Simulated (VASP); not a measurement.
Input of a VASP 6.6.1 run:

The input INCAR:

```
PREC = Accurate ; ENCUT = 1330
EDIFF = 1E-6 ; ISMEAR = -1
SIGMA = 0.05 ; LREAL = F
LASPH = T ; NELM = 120
ALGO = Normal ; ISIF = 2
LWAVE = F ; LCHARG = F
GGA = B5 ; ALDAX = 1.0
AGGAX = 1.0 ; AGGAC = 1.0
ALDAC = 0.0 ; NBANDS = 16
GGA_COMPAT = F
```

KPOINTS

```
regular mesh
0
Gamma
  11 11 11
```

POSCAR

```
GaN
1.0
    0.0000000000      2.1352350000      2.1352350000
    2.1352350000      0.0000000000      2.1352350000
    2.1352350000      2.1352350000      0.0000000000
Ga N
1 1
Direct
    0.0000000000      0.0000000000      0.0000000000
    0.5000000000      0.5000000000      0.5000000000
```

Potentials or basis: VASP PAW PBE potentials, release 64 (Ga_d, N_h).

Launch:

```sh
$ cat potpaw_PBE.64/Ga_d/POTCAR potpaw_PBE.64/N_h/POTCAR > POTCAR
$ mpirun -np 1 vasp_std > vasp.out
```

Q: What does it give for the pressure?

A: 8.8 GPa.

Q: What does it give for the band gap on the k mesh?

A: 0.46 eV (least direct gap 2.44 eV).

Caveat: the cell stands under pressure; the PAW data sets were made with another functional, which shifts forces and pressure a little; an odd mesh through Γ misses points on the zone boundary, where band edges can lie.
